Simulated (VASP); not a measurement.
# Al (Fm-3m) in VASP: further runs

Runs on Al. Level: PBE+D3(BJ). Tasks: single point.

Program: VASP 6.6.1. These are calculated values, not measurements. Logs are shortened: lines on timing, memory, paths and dates and some standing lists are left out, and cuts for length are marked.

## Step 1: The cell of the first run

It takes space group Fm-3m (No. 225, cubic). Conventional cell: a = 3.982 Å, b = 3.982 Å, c = 3.982 Å, α = 90.00°, β = 90.00°, γ = 90.00°. Al (site symmetry m-3m) has 12 Al at 2.82 Å within 3.7 Å.

## Step 2: Single point, PBE+D3(BJ)

The input, INCAR:

```
SYSTEM = Al
ALGO = Fast
EDIFF = 1E-6
ENCUT = 520
GGA = PE
ISIF = 2
ISMEAR = 0
IVDW = 12
LASPH = .True.
LCHARG = .True.
LELF = .True.
LREAL = .False.
LVHAR = .True.
LWAVE = .False.
NBANDS = 8
NELM = 60
PREC = Accurate
SIGMA = 0.15
```

The input, KPOINTS:

```
k-points
0
Gamma
  20 20 20
  0 0 0
```

The input, POSCAR:

```
Al
1.0
    0.0000000000      1.9910220790      1.9910220790
    1.9910220790      0.0000000000      1.9910220790
    1.9910220790      1.9910220790      0.0000000000
Al
1
Direct
    0.0000000000      0.0000000000      0.0000000000
```

Potentials or basis: VASP PAW PBE potentials, release 64 (Al).

On the command line:

```
$ cat potpaw_PBE.64/Al/POTCAR > POTCAR
$ mpirun -np 1 vasp_std > vasp.out
```

OUTCAR:

```text
SYSTEM = Al
   EDIFF = 1E-6
   ENCUT = 520
   GGA = PE
   ISIF = 2
   ISMEAR = 0
   IVDW = 12
   LASPH = .True.
   LREAL = .False.
   NELM = 60
   PREC = Accurate
 IVDW          = 12

 ion  position               nearest neighbor table
   1  0.000  0.000  0.000-

  LATTYP: Found a face centered cubic cell.
 ALAT       =     3.9820441580

  Lattice vectors:

 A1 = (   0.0000000000,   1.9910220790,   1.9910220790)
 A2 = (   1.9910220790,   0.0000000000,   1.9910220790)
 A3 = (   1.9910220790,   1.9910220790,   0.0000000000)

Analysis of symmetry for initial positions (statically):
=====================================================================
 Subroutine PRICEL returns:
 Original cell was already a primitive cell.

 Routine SETGRP: Setting up the symmetry group for a
 face centered cubic supercell.

 Subroutine GETGRP returns: Found 48 space group operations
 (whereof 48 operations were pure point group operations)
 out of a pool of 48 trial point group operations.

The static configuration has the point symmetry O_h .

Analysis of symmetry for dynamics (positions and initial velocities):
=====================================================================
 Subroutine PRICEL returns:
 Original cell was already a primitive cell.

 Routine SETGRP: Setting up the symmetry group for a
 face centered cubic supercell.

 Subroutine GETGRP returns: Found 48 space group operations
 (whereof 48 operations were pure point group operations)
 out of a pool of 48 trial point group operations.

The dynamic configuration has the point symmetry O_h .

 Subroutine INISYM returns: Found 48 space group operations
 (whereof 48 operations are pure point group operations),
 and found     1 'primitive' translations

----------------------------------------------------------------------------------------

                                     Primitive cell

  volume of cell :      15.7855

  direct lattice vectors                    reciprocal lattice vectors
     0.000000000  1.991022079  1.991022079    -0.251127301  0.251127301  0.251127301
     1.991022079  0.000000000  1.991022079     0.251127301 -0.251127301  0.251127301
     1.991022079  1.991022079  0.000000000     0.251127301  0.251127301 -0.251127301

  length of vectors
     2.815730427  2.815730427  2.815730427     0.434965244  0.434965244  0.434965244

  position of ions in fractional coordinates (direct lattice)
     0.000000000  0.000000000  0.000000000

  ion indices of the primitive-cell ions
   primitive index   ion index
                 1           1

----------------------------------------------------------------------------------------

 KPOINTS: k-points

Automatic generation of k-mesh.
 Grid dimensions read from file:
 generate k-points for:   20   20   20

 Generating k-lattice:

  Cartesian coordinates                     Fractional coordinates (reciprocal lattice)
    -0.012556365  0.012556365  0.012556365     0.050000000  0.000000000  0.000000000
     0.012556365 -0.012556365  0.012556365     0.000000000  0.050000000  0.000000000
     0.012556365  0.012556365 -0.012556365     0.000000000  0.000000000  0.050000000

  Length of vectors
     0.021748262  0.021748262  0.021748262

  Shift w.r.t. Gamma in fractional coordinates (k-lattice)
     0.000000000  0.000000000  0.000000000

 Subroutine IBZKPT returns following result:
 ===========================================

 Found    256 irreducible k-points:

 Following reciprocal coordinates:
            Coordinates               Weight
  0.000000  0.000000  0.000000      1.000000
  0.050000  0.000000  0.000000      8.000000
  0.100000  0.000000  0.000000      8.000000
  0.150000  0.000000  0.000000      8.000000
  0.200000  0.000000  0.000000      8.000000
  0.250000  0.000000  0.000000      8.000000
[... 16 lines left out ...]
 -0.400000  0.050000  0.000000     24.000000
 -0.350000  0.050000  0.000000     24.000000
 [... further k-points ...]
   k-points           NKPTS =    256   k-points in BZ     NKDIM =    256   number of bands    NBANDS=      8
   number of dos      NEDOS =    301   number of ions     NIONS =      1
   total plane-waves  NPLWV =  13824
   dimension x,y,z NGX =    24 NGY =   24 NGZ =   24
   dimension x,y,z NGXF=    48 NGYF=   48 NGZF=   48
   ions per type =               1
   NGX,Y,Z   is equivalent  to a cutoff of  14.17, 14.17, 14.17 a.u.
   NGXF,Y,Z  is equivalent  to a cutoff of  28.34, 28.34, 28.34 a.u.
 SYSTEM =  Al
   PREC   = accura    normal or accurate (medium, high low for compatibility)
   ISTART =      0    job   : 0-new  1-cont  2-samecut
   ICHARG =      2    charge: 1-file 2-atom 10-const
   ISPIN  =      1    spin polarized calculation?
   LNONCOLLINEAR =      F non collinear calculations
   LSORBIT =      F    spin-orbit coupling
   LASPH  =      T    aspherical Exc in radial PAW
   ENCUT  =  520.0 eV  38.22 Ry    6.18 a.u.   5.24  5.24  5.24*2*pi/ulx,y,z
   NELM   =     60;   NELMIN=  2; NELMDL= -5     # of ELM steps
   EDIFF  = 0.1E-05   stopping-criterion for ELM
   LREAL  =      F    real-space projection
   EDIFFG = 0.1E-04   stopping-criterion for IOM
   NSW    =      0    number of steps for IOM
   IBRION =     -1    ionic relax: 0-MD 1-quasi-New 2-CG
   NFREE  =      0    steps in history (QN), initial steepest desc. (CG)
   ISIF   =      2    stress and relaxation
   ISYM   =      2    0-nonsym 1-usesym 2-fastsym
   POTIM  = 0.5000    time-step for ionic-motion
   TEBEG  =    0.0;   TEEND  =   0.0 temperature during run
   PSTRESS=    0.0 pullay stress
   NELECT =       3.0000    total number of electrons
   NUPDOWN=      -1.0000    fix difference up-down
   EMIN   =  10.00;   EMAX   =-10.00  energy-range for DOS
   EFERMI =   0.00;   METHOD = LEGACY
   ISMEAR =     0;   SIGMA  =   0.15  broadening in eV -4-tet -1-fermi 0-gaus
   EFERMI_NEDOS =   21; number of points for ismear=-14 and -15
   IALGO  =     68    algorithm
   IMIX   =      4    mixing-type and parameters
     AMIX     =   0.40;   BMIX     =  1.00
     AMIX_MAG =   1.60;   BMIX_MAG =  1.00
  volume/ion in A,a.u.               =      15.79       106.53
  Fermi-wavevector in a.u.,A,eV,Ry     =   0.941230  1.778667 12.053595  0.885914
  Thomas-Fermi vector in A             =   2.068720
   LORBIT       =      0    0 simple, 1 ext, 2 COOP (PROOUT), +10 PAW based schemes
   GGA     = PE    functional components
   LHFCALC =     F    Hartree Fock is set to
   AEXX    =    0.0000 exact exchange contribution
   IVDW    =    12    specifies the selected vdW correction
   LEPSILON=     F    determine dielectric tensor
   LRPA    =     F    only Hartree local field effects (RPA)
 non-spin polarized calculation
 RMM-DIIS sequential band-by-band and
 Gauss-broadening in eV      SIGMA  =   0.15
  energy-cutoff  :      520.00
  volume of cell :       15.79
 maximum number of plane-waves:       444
 NGX is ok and might be reduce to    24
   NGX = 11   NGY = 11   NGZ = 11

 number of electron       3.0000000 magnetization

 Free energy of the ion-electron system (eV)
  ---------------------------------------------------
  ext. energy  EPLUGINS =         0.00000000
  ---------------------------------------------------
  free energy    TOTEN  =        -3.74002397 eV

  energy without entropy =       -3.73532058  energy(sigma->0) =       -3.73767228

 E-fermi :   8.5165     XC(G=0): -10.3581

 val. band max:        8.5065737718   @ k =  -0.3000   0.5000   0.2000
 cond. band min:       8.5298678567   @ k =  -0.4000   0.3500   0.0000
 fundamental gap:      0.0232940850
 Fermi energy:         8.5165421612

 k-point     1 :       0.0000    0.0000    0.0000
  band No.  band energies     occupation
      1      -2.9744      2.00000
      2      21.3371      0.00000
      3      21.3371      0.00000
      4      21.3371      0.00000
      5      23.1707      0.00000
      6      23.1707      0.00000
      7      23.1707      0.00000
      8      25.2596      0.00000

 k-point     2 :       0.0500    0.0000    0.0000
  band No.  band energies     occupation
      1      -2.9044      2.00000
      2      20.0557      0.00000
      3      21.1074      0.00000
      4      21.1074      0.00000
      5      23.5116      0.00000
      6      23.5116      0.00000
      7      23.6398      0.00000
      8      26.0214      0.00000

 k-point     3 :       0.1000    0.0000    0.0000
  band No.  band energies     occupation
      1      -2.6947      2.00000
      2      18.0356      0.00000
      3      20.6745      0.00000
      4      20.6745      0.00000
      5      23.7135      0.00000
      6      24.2635      0.00000
      7      24.2635      0.00000
      8      27.0362      0.00000

 k-point     4 :       0.1500    0.0000    0.0000
  band No.  band energies     occupation
      1      -2.3457      2.00000
      2      15.9645      0.00000
      3      20.2607      0.00000
      4      20.2607      0.00000
      5      23.5630      0.00000
      6      25.0307      0.00000
      7      25.0307      0.00000
      8      26.1768      0.00000

 k-point     5 :       0.2000    0.0000    0.0000
  band No.  band energies     occupation
      1      -1.8588      2.00000
      2      13.9416      0.00000
      3      19.9294      0.00000
      4      19.9294      0.00000
      5      23.3826      0.00000
      6      24.5998      0.00000
      7      24.5998      0.00000
      8      26.6776      0.00000
[... 177 lines left out ...]
 k-point    22 :      -0.4500    0.0500    0.0000
  band No.  band energies     occupation
      1       3.0440      2.00000
      2       4.8557      2.00000
      3      18.4779      0.00000
      4      19.5221      0.00000
      5      20.9354      0.00000
      6      21.1354      0.00000
      7      24.3543      0.00000
      8      25.2305      0.00000

 k-point    23 :      -0.4000    0.0500    0.0000
  band No.  band energies     occupation
      1       1.8620      2.00000
      2       6.3222      2.00000
      3      18.2149      0.00000
      4      20.0578      0.00000
      5      20.8728      0.00000
      6      21.4798      0.00000
      7      24.0385      0.00000
      8      25.8077      0.00000

 k-point    24 :      -0.3500    0.0500    0.0000
  band No.  band energies     occupation
      1       0.7999      2.00000
      2       7.9117      2.00000
      3      18.0704      0.00000
      4      20.6650      0.00000
      5      20.7703      0.00000
      6      22.1374      0.00000
      7      23.8399      0.00000
      8      26.4865      0.00000

 [... further k-points ...]

------------------------ aborting loop because EDIFF is reached ----------------------------------------

 Edisp (eV)   -0.35218

 E8    (eV) :    -0.1576

  FORCE on cell =-STRESS in cart. coord.  units (eV):
  Direction    XX          YY          ZZ          XY          YZ          ZX
  --------------------------------------------------------------------------------------
  -------------------------------------------------------------------------------------
  Total      -0.00531    -0.00531    -0.00531    -0.00000    -0.00000     0.00000
  in kB      -0.53907    -0.53907    -0.53907    -0.00000    -0.00000     0.00000
  external pressure =       -0.54 kB  Pullay stress =        0.00 kB

 VOLUME and BASIS-vectors are now :
 -----------------------------------------------------------------------------
  energy-cutoff  :      520.00
  volume of cell :       15.79
      direct lattice vectors                 reciprocal lattice vectors
     0.000000000  1.991022079  1.991022079    -0.251127301  0.251127301  0.251127301
     1.991022079  0.000000000  1.991022079     0.251127301 -0.251127301  0.251127301
     1.991022079  1.991022079  0.000000000     0.251127301  0.251127301 -0.251127301

 POSITION                                       TOTAL-FORCE (eV/Angst)
 -----------------------------------------------------------------------------------
      0.00000      0.00000      0.00000         0.000000      0.000000     -0.000000
 -----------------------------------------------------------------------------------
    total drift:                                0.000000     -0.000000     -0.000000

  FREE ENERGIE OF THE ION-ELECTRON SYSTEM (eV)
  ---------------------------------------------------
  free  energy   TOTEN  =        -4.0922005405 eV

  energy  without entropy=       -4.0874971479  energy(sigma->0) =       -4.08984884
```

Wall time 13 s (1 thread of Intel Xeon Platinum 8488C (Sapphire Rapids), shared host); peak memory 0.16 GiB.

Results:

```
Free energy                : -4.0922 eV
Pressure                   : -0.1 GPa
Dispersion energy per atom : -0.352 eV
```

Levels at points of the mesh, in eV from the Fermi level:
```tsv
k point	band 1	band 2	band 3	band 4
(0.00, 0.00, 0.00)	-11.49	12.82	12.82	12.82
(0.50, 0.00, 0.00)	-4.82	-4.49	11.62	11.62
(0.50, 0.50, 0.00)	-3.08	-1.66	5.22	5.76
```

Caveat: pairwise dispersion overbinds metals, which lowers pressure and volume.

## Step 3: Single point, PBE+D3(BJ)

The input, INCAR:

```
SYSTEM = Al
  PREC = Accurate
  ENCUT = 520
  EDIFF = 1E-6
  ISMEAR = 0
  SIGMA = 0.15
  LREAL = .False.
  LASPH = .True.
  NELM = 100
  ALGO = Normal
  ISIF = 2
  LWAVE = .False.
  LCHARG = .True.
  GGA = PE
  IVDW = 12
  LELF = .True.
  LVHAR = .True.
  NBANDS = 8
```

The input, KPOINTS:

```
Automatic mesh
0
Gamma
  22 22 22
  0 0 0
```

POSCAR is that of step 2.

Potentials or basis: VASP PAW PBE potentials, release 64 (Al).

On the command line:

```
$ cat potpaw_PBE.64/Al/POTCAR > POTCAR
$ mpirun -np 1 vasp_std > vasp.out
```

Wall time 16 s (1 thread of Intel Xeon Platinum 8488C (Sapphire Rapids), shared host); peak memory 0.16 GiB.

The run converged. Its results:

| Property | Result |
| --- | --- |
| Free energy | -4.0938 eV |
| Pressure | 0.0 GPa |
| Dispersion energy per atom | -0.352 eV |

Levels at points of the mesh, in eV from the Fermi level:
| k point | band 1 | band 2 | band 3 | band 4 | band 5 |
| --- | --- | --- | --- | --- | --- |
| (0.00, 0.00, 0.00) | -11.43 | 12.89 | 12.89 | 12.89 | 14.72 |
| (0.50, 0.00, 0.00) | -4.75 | -4.42 | 11.69 | 11.69 | 11.91 |
| (0.50, 0.50, 0.00) | -3.01 | -1.59 | 5.29 | 5.82 | 5.82 |

Caveat: pairwise dispersion overbinds metals, which lowers pressure and volume.
